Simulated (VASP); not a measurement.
# CoSi2 (I4/mmm) in VASP: a series of runs

CoSi2 is run at these levels: PBE; tasks: single point.

Program: VASP 6.6.1. These are calculated values, not measurements. Logs are shortened: lines on timing, memory, paths and dates and some standing lists are left out, and cuts for length are marked.

### Step 1. The cell of the first run

The structure is tetragonal, space group I4/mmm (No. 139). The conventional cell has a = 3.794 Å, b = 3.794 Å, c = 5.311 Å, α = 90.00°, β = 90.00°, γ = 90.00°. Within 3.1 Å of Co (site symmetry 4/mmm) lie 8 Si at 2.32 Å. Si (site symmetry -4m2) has 4 Co at 2.32 Å and 6 Si at 2.66 to 2.68 Å within 3.1 Å.

### Step 2. Single point, PBE, collinear spin, ferromagnetic start (z stretched by -1 %, then relaxed in part)

Input file INCAR:

```
ALGO = Normal ; EDIFF = 1E-6
ENCUT = 520 ; GGA = PE
ISIF = 2 ; ISMEAR = -1
ISPIN = 2 ; LASPH = True
LCHARG = False ; LMAXMIX = 4
LORBIT = 11 ; LREAL = False
LWAVE = False ; MAGMOM = 2 0 0
NBANDS = 20 ; NELM = 150
PREC = Accurate ; SIGMA = 0.05
```

Input file KPOINTS:

```
k-points
0
Gamma
  15 15 15
```

Input file POSCAR:

```
CoSi2
1.0
    0.0000000000      2.6825000000      2.6556750000
    2.6825000000      0.0000000000      2.6556750000
    2.6825000000      2.6825000000      0.0000000000
Co Si
1 2
Direct
    0.0000000000      0.0000000000      0.0000000000
    0.2500000000      0.2500000000      0.2500000000
    0.7500000000      0.7500000000      0.7500000000
```

Potentials or basis: VASP PAW PBE potentials, release 64 (Co, Si).

Launch:

```bash
> cat potpaw_PBE.64/Co/POTCAR potpaw_PBE.64/Si/POTCAR > POTCAR
> mpirun -np 1 vasp_std > vasp.out
```

OUTCAR:

```text
EDIFF = 1E-6
   ENCUT = 520
   GGA = PE
   ISIF = 2
   ISMEAR = -1
   ISPIN = 2
   LASPH = True
   LORBIT = 11
   LREAL = False
   NELM = 150
   PREC = Accurate

 ion  position               nearest neighbor table
   1  0.000  0.000  0.000-   3 2.32   3 2.32   3 2.32   2 2.32   3 2.32   2 2.32   2 2.32   2 2.32

   2  0.250  0.250  0.250-   1 2.32   1 2.32   1 2.32   1 2.32   3 2.66   3 2.66   3 2.68   3 2.68
                             3 2.68   3 2.68
   3  0.750  0.750  0.750-   1 2.32   1 2.32   1 2.32   1 2.32   2 2.66   2 2.66   2 2.68   2 2.68
                             2 2.68   2 2.68

  LATTYP: Found a body centered tetragonal cell.
 ALAT       =     3.7936278811
 C/A-ratio  =     1.4000714267

  Lattice vectors:

 A1 = (   0.0000000000,  -2.6825000000,  -2.6556750000)
 A2 = (   0.0000000000,   2.6825000000,  -2.6556750000)
 A3 = (   2.6825000000,   0.0000000000,   2.6556750000)

Analysis of symmetry for initial positions (statically):
=====================================================================
 Subroutine PRICEL returns:
 Original cell was already a primitive cell.

 Routine SETGRP: Setting up the symmetry group for a
 body centered tetragonal supercell.

 Subroutine GETGRP returns: Found 16 space group operations
 (whereof 16 operations were pure point group operations)
 out of a pool of 16 trial point group operations.

The static configuration has the point symmetry D_4h.

Analysis of symmetry for dynamics (positions and initial velocities):
=====================================================================
 Subroutine PRICEL returns:
 Original cell was already a primitive cell.

 Routine SETGRP: Setting up the symmetry group for a
 body centered tetragonal supercell.

 Subroutine GETGRP returns: Found 16 space group operations
 (whereof 16 operations were pure point group operations)
 out of a pool of 16 trial point group operations.

The dynamic configuration has the point symmetry D_4h.

Analysis of structural, dynamic, and magnetic symmetry:
=====================================================================
 Subroutine PRICEL returns:
 Original cell was already a primitive cell.

 Routine SETGRP: Setting up the symmetry group for a
 body centered tetragonal supercell.

 Subroutine GETGRP returns: Found 16 space group operations
 (whereof 16 operations were pure point group operations)
 out of a pool of 16 trial point group operations.

The overall configuration has the point symmetry D_4h.

 Subroutine INISYM returns: Found 16 space group operations
 (whereof 16 operations are pure point group operations),
 and found     1 'primitive' translations

----------------------------------------------------------------------------------------

                                     Primitive cell

  volume of cell :      38.2194

  direct lattice vectors                    reciprocal lattice vectors
     0.000000000  2.682500000  2.655675000    -0.186393290  0.186393290  0.188276050
     2.682500000  0.000000000  2.655675000     0.186393290 -0.186393290  0.188276050
     2.682500000  2.682500000  0.000000000     0.186393290  0.186393290 -0.188276050

  length of vectors
     3.774707400  3.774707400  3.793627881     0.323933308  0.323933308  0.323933308

  position of ions in fractional coordinates (direct lattice)
     0.000000000  0.000000000  0.000000000
     0.250000000  0.250000000  0.250000000
     0.750000000  0.750000000  0.750000000

  ion indices of the primitive-cell ions
   primitive index   ion index
                 1           1
                 2           2
                 3           3

----------------------------------------------------------------------------------------

 KPOINTS: k-points

Automatic generation of k-mesh.
 Grid dimensions read from file:
 generate k-points for:   15   15   15

 Generating k-lattice:

  Cartesian coordinates                     Fractional coordinates (reciprocal lattice)
    -0.012426219  0.012426219  0.012551737     0.066666667  0.000000000  0.000000000
     0.012426219 -0.012426219  0.012551737     0.000000000  0.066666667  0.000000000
     0.012426219  0.012426219 -0.012551737     0.000000000  0.000000000  0.066666667

  Length of vectors
     0.021595554  0.021595554  0.021595554

  Shift w.r.t. Gamma in fractional coordinates (k-lattice)
     0.000000000  0.000000000  0.000000000

 Subroutine IBZKPT returns following result:
 ===========================================

 Found    288 irreducible k-points:

 Following reciprocal coordinates:
            Coordinates               Weight
  0.000000  0.000000  0.000000      1.000000
  0.066667  0.000000  0.000000      8.000000
  0.133333  0.000000  0.000000      8.000000
  0.200000 -0.000000  0.000000      8.000000
  0.266667  0.000000  0.000000      8.000000
  0.333333  0.000000  0.000000      8.000000
[... 16 lines left out ...]
  0.133333  0.133333  0.000000      2.000000
  0.200000  0.133333  0.000000      8.000000
 [... further k-points ...]
   k-points           NKPTS =    288   k-points in BZ     NKDIM =    288   number of bands    NBANDS=     20
   number of dos      NEDOS =    301   number of ions     NIONS =      3
   total plane-waves  NPLWV =  21952
   dimension x,y,z NGX =    28 NGY =   28 NGZ =   28
   dimension x,y,z NGXF=    56 NGYF=   56 NGZF=   56
   ions per type =               1   2
   NGX,Y,Z   is equivalent  to a cutoff of  12.33, 12.33, 12.27 a.u.
   NGXF,Y,Z  is equivalent  to a cutoff of  24.66, 24.66, 24.54 a.u.
 SYSTEM =  unknown system
   PREC   = accura    normal or accurate (medium, high low for compatibility)
   ISTART =      0    job   : 0-new  1-cont  2-samecut
   ICHARG =      2    charge: 1-file 2-atom 10-const
   ISPIN  =      2    spin polarized calculation?
   LNONCOLLINEAR =      F non collinear calculations
   LSORBIT =      F    spin-orbit coupling
   LASPH  =      T    aspherical Exc in radial PAW
   ENCUT  =  520.0 eV  38.22 Ry    6.18 a.u.   7.02  7.02  7.05*2*pi/ulx,y,z
   NELM   =    150;   NELMIN=  2; NELMDL= -5     # of ELM steps
   EDIFF  = 0.1E-05   stopping-criterion for ELM
   LREAL  =      F    real-space projection
   EDIFFG = 0.1E-04   stopping-criterion for IOM
   NSW    =      0    number of steps for IOM
   IBRION =     -1    ionic relax: 0-MD 1-quasi-New 2-CG
   NFREE  =      0    steps in history (QN), initial steepest desc. (CG)
   ISIF   =      2    stress and relaxation
   ISYM   =      2    0-nonsym 1-usesym 2-fastsym
   POTIM  = 0.5000    time-step for ionic-motion
   TEBEG  =    0.0;   TEEND  =   0.0 temperature during run
   PSTRESS=    0.0 pullay stress
   NELECT =      17.0000    total number of electrons
   NUPDOWN=      -1.0000    fix difference up-down
   EMIN   =  10.00;   EMAX   =-10.00  energy-range for DOS
   EFERMI =   0.00;   METHOD = LEGACY
   ISMEAR =    -1;   SIGMA  =   0.05  broadening in eV -4-tet -1-fermi 0-gaus
   EFERMI_NEDOS =   21; number of points for ismear=-14 and -15
   IALGO  =     38    algorithm
   IMIX   =      4    mixing-type and parameters
     AMIX     =   0.40;   BMIX     =  1.00
     AMIX_MAG =   1.60;   BMIX_MAG =  1.00
  volume/ion in A,a.u.               =      12.74        85.97
  Fermi-wavevector in a.u.,A,eV,Ry     =   1.249673  2.361539 21.247978  1.561682
  Thomas-Fermi vector in A             =   2.383703
   LORBIT       =     11    0 simple, 1 ext, 2 COOP (PROOUT), +10 PAW based schemes
   GGA     = PE    functional components
   LHFCALC =     F    Hartree Fock is set to
   AEXX    =    0.0000 exact exchange contribution
   IVDW    =     0    specifies the selected vdW correction
   LEPSILON=     F    determine dielectric tensor
   LRPA    =     F    only Hartree local field effects (RPA)
 spin polarized calculation
  energy-cutoff  :      520.00
  volume of cell :       38.22
 maximum number of plane-waves:      1041
   NGX = 13   NGY = 13   NGZ = 15

 number of electron      16.9999997 magnetization      -0.0009827

 number of electron      16.9999997 magnetization       0.0001139

 Free energy of the ion-electron system (eV)
  ---------------------------------------------------
  ext. energy  EPLUGINS =         0.00000000
  ---------------------------------------------------
  free energy    TOTEN  =       -19.29735543 eV

  energy without entropy =      -19.28825914  energy(sigma->0) =      -19.29280729

 E-fermi :  10.1403     XC(G=0): -11.7698

 val. band max:       10.1243465999   @ k =   0.4000  -0.0000   0.0000
 cond. band min:      10.1449541955   @ k =  -0.0667   0.2667   0.2000
 fundamental gap:      0.0206075955
 Fermi energy:        10.1403122188

 spin component 1

 k-point     1 :       0.0000    0.0000    0.0000
  band No.  band energies     occupation
      1      -3.0034      1.00000
      2       6.0271      1.00000
      3       6.0765      1.00000
      4       6.0765      1.00000
      5       8.2119      1.00000
      6       8.2582      1.00000
[... 12 lines left out ...]
     19      20.7265      0.00000
     20      25.2147      0.00000

 k-point     2 :       0.0667    0.0000    0.0000
  band No.  band energies     occupation
      1      -2.9356      1.00000
      2       5.8874      1.00000
      3       6.0720      1.00000
      4       6.1002      1.00000
      5       8.1911      1.00000
      6       8.2372      1.00000
[... 12 lines left out ...]
     19      21.0310      0.00000
     20      25.4284      0.00000
[... 465 lines left out ...]
      3       6.0879      1.00000
      4       6.0879      1.00000
      5       7.9204      1.00000
      6       8.3051      1.00000
[... 12 lines left out ...]
     19      22.3008      0.00000
     20      26.5230      0.00000

 k-point    24 :       0.2000    0.1333    0.0000
  band No.  band energies     occupation
      1      -2.3890      1.00000
      2       5.0528      1.00000
      3       6.1168      1.00000
      4       6.1503      1.00000
      5       7.7306      1.00000
      6       8.3388      1.00000
[... 12 lines left out ...]
     19      23.2385      0.00000
     20      27.3252      0.00000

 [... further k-points ...]

 spin component 2

 k-point     1 :       0.0000    0.0000    0.0000
  band No.  band energies     occupation
      1      -3.0034      1.00000
      2       6.0271      1.00000
      3       6.0764      1.00000
      4       6.0764      1.00000
      5       8.2119      1.00000
      6       8.2582      1.00000
[... 12 lines left out ...]
     19      20.7269      0.00000
     20      25.2148      0.00000

 k-point     2 :       0.0667    0.0000    0.0000
  band No.  band energies     occupation
      1      -2.9357      1.00000
      2       5.8873      1.00000
      3       6.0720      1.00000
      4       6.1001      1.00000
      5       8.1911      1.00000
      6       8.2372      1.00000
[... 12 lines left out ...]
     19      21.0314      0.00000
     20      25.4284      0.00000
[... 465 lines left out ...]
      3       6.0879      1.00000
      4       6.0879      1.00000
      5       7.9204      1.00000
      6       8.3051      1.00000
[... 12 lines left out ...]
     19      22.3011      0.00000
     20      26.5231      0.00000

 k-point    24 :       0.2000    0.1333    0.0000
  band No.  band energies     occupation
      1      -2.3890      1.00000
      2       5.0528      1.00000
      3       6.1168      1.00000
      4       6.1502      1.00000
      5       7.7306      1.00000
      6       8.3388      1.00000
[... 12 lines left out ...]
     19      23.2388      0.00000
     20      27.3253      0.00000

 [... further k-points ...]

------------------------ aborting loop because EDIFF is reached ----------------------------------------

  FORCE on cell =-STRESS in cart. coord.  units (eV):
  Direction    XX          YY          ZZ          XY          YZ          ZX
  --------------------------------------------------------------------------------------
  -------------------------------------------------------------------------------------
  Total        0.2011493      0.2011493      0.4182496      0.0000000     -0.0000000      0.0000000
  in kB        8.4322763      8.4322763     17.5332208      0.0000000     -0.0000000      0.0000000
  external PRESSURE =      11.4659245 kB  Pullay stress =       0.0000000 kB

 VOLUME and BASIS-vectors are now :
 -----------------------------------------------------------------------------
  energy-cutoff  :      520.00
  volume of cell :       38.22
      direct lattice vectors                 reciprocal lattice vectors
     0.000000000  2.682500000  2.655675000    -0.186393290  0.186393290  0.188276050
     2.682500000  0.000000000  2.655675000     0.186393290 -0.186393290  0.188276050
     2.682500000  2.682500000  0.000000000     0.186393290  0.186393290 -0.188276050

 POSITION                                       TOTAL-FORCE (eV/Angst)
 -----------------------------------------------------------------------------------
      0.00000      0.00000      0.00000        -0.000000      0.000000      0.000000
      1.34125      1.34125      1.32784         0.000000      0.000000      0.000000
      4.02375      4.02375      3.98351        -0.000000     -0.000000     -0.000000
 -----------------------------------------------------------------------------------
    total drift:                               -0.000000     -0.000000      0.000000

  FREE ENERGIE OF THE ION-ELECTRON SYSTEM (eV)
  ---------------------------------------------------
  free  energy   TOTEN  =       -19.2973554272 eV

  energy  without entropy=      -19.2882591448  energy(sigma->0) =      -19.29280729

 total charge

# of ion       s       p       d       tot
------------------------------------------
    1        0.543   0.726   7.599   8.868
    2        0.717   0.877   0.000   1.593
    3        0.717   0.877   0.000   1.593
--------------------------------------------------
tot          1.976   2.479   7.599  12.055

 magnetization (x)

# of ion       s       p       d       tot
------------------------------------------
    1       -0.000   0.000   0.000   0.000
    2        0.000  -0.000   0.000  -0.000
    3        0.000  -0.000   0.000  -0.000
--------------------------------------------------
tot          0.000  -0.000   0.000   0.000
```

Wall time 6.1 min (1 thread of Intel Xeon Platinum 8259CL at 2.50GHz (Skylake/Cascade Lake), shared host); peak memory 0.42 GiB.

What came out:

```
Free energy                                           : -19.2974 eV
Pressure                                              : 1.1 GPa
Net moment                                            : 0.00 μB per cell
Valence electrons inside the program's atomic spheres : Co 8.87; Si 1.59
```

Caveat: the cell differs from its parent crystal (z stretched by -1 %, then relaxed in part).

### Step 3. Single point, PBE, collinear spin, ferromagnetic start (z stretched by -2 %, then relaxed in part)

Input file INCAR:

```
SYSTEM = CoSi2
PREC = Accurate
ENCUT = 520
EDIFF = 1E-7
ISMEAR = -1
SIGMA = 0.05
LREAL = .FALSE.
LASPH = .TRUE.
NELM = 150
ALGO = Normal
ISIF = 2
LWAVE = .FALSE.
LCHARG = .FALSE.
ISPIN = 2
MAGMOM = 2 0 0
LORBIT = 11
LMAXMIX = 4
GGA = PE
NBANDS = 20
```

Input file KPOINTS:

```
regular mesh
0
G
  15 15 15
  0 0 0
```

Input file POSCAR:

```
CoSi2
1.0
    0.0000000000      2.6825000000      2.6288500000
    2.6825000000      0.0000000000      2.6288500000
    2.6825000000      2.6825000000      0.0000000000
Co Si
1 2
Direct
    0.0000000000      0.0000000000      0.0000000000
    0.2500000000      0.2500000000      0.2500000000
    0.7500000000      0.7500000000      0.7500000000
```

Potentials or basis: VASP PAW PBE potentials, release 64 (Co, Si).

Launch:

```bash
> cat potpaw_PBE.64/Co/POTCAR potpaw_PBE.64/Si/POTCAR > POTCAR
> mpirun -np 1 vasp_std > vasp.out
```

Run time: 10 min. Hardware: 1 thread of Intel Xeon 8259CL, shared host; peak memory 0.42 GiB.

The run converged. Its results:

```
Free energy                                           : -19.2900 eV
Pressure                                              : 3.1 GPa
Net moment                                            : 0.00 μB per cell
Valence electrons inside the program's atomic spheres : Co 8.90; Si 1.60
```

Stress tensor (GPa, compression positive):
```
2.43 0.00 0.00
0.00 2.43 0.00
0.00 0.00 4.39
```

Levels at points of the mesh, in eV from the Fermi level:
Spin up:
```tsv
k point	band 6	band 7	band 8	band 9	band 10	band 11	band 12	band 13
(0.00, 0.00, 0.00)	-1.89	0.93	3.31	3.40	3.40	3.58	3.58	3.62
```
Spin down:
```tsv
k point	band 7	band 8	band 9	band 10	band 11	band 12
(0.00, 0.00, 0.00)	0.93	3.31	3.40	3.40	3.58	3.58
```

Caveat: the cell differs from its parent crystal (z stretched by -2 %, then relaxed in part); the cell stands under pressure.

(Part 1 of 2 ends here.)
